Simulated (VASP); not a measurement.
Crystal: GaSb.

```
CELL_PARAMETERS angstrom
0.00000 3.03847 3.03847
3.03847 0.00000 3.03847
3.03847 3.03847 0.00000
ATOMIC_POSITIONS crystal
Sb 0.75000 0.75000 0.75000
Ga 0.00000 0.00000 0.00000
```

Base run:

| Quantity | Value |
| --- | --- |
| Program | VASP 6.6.1 |
| Functional | PBEsol |
| Potentials or basis | VASP PAW PBE potentials, release 64 (Sb, Ga_d) |
| Cutoff | 520 eV |
| k mesh | 8 × 8 × 8 |
| Occupations | fermi-dirac, width 0.05 eV |
| Spin | non-collinear spin, zero start, spin-orbit coupling |
| Starting moments | [[0.0, 0.0, 0.0], [0.0, 0.0, 0.0]] μB |

Its results: pressure 1.1 GPa; net moment 0.00 μB per cell.

Q: The run is repeated on the same cell with these changes: functional from PBEsol to r2SCAN. What comes out?

A: Pressure 1.7 GPa; net moment 0.00 μB per cell.

Caveats: the PAW data sets were made with another functional, which shifts forces and pressure a little.
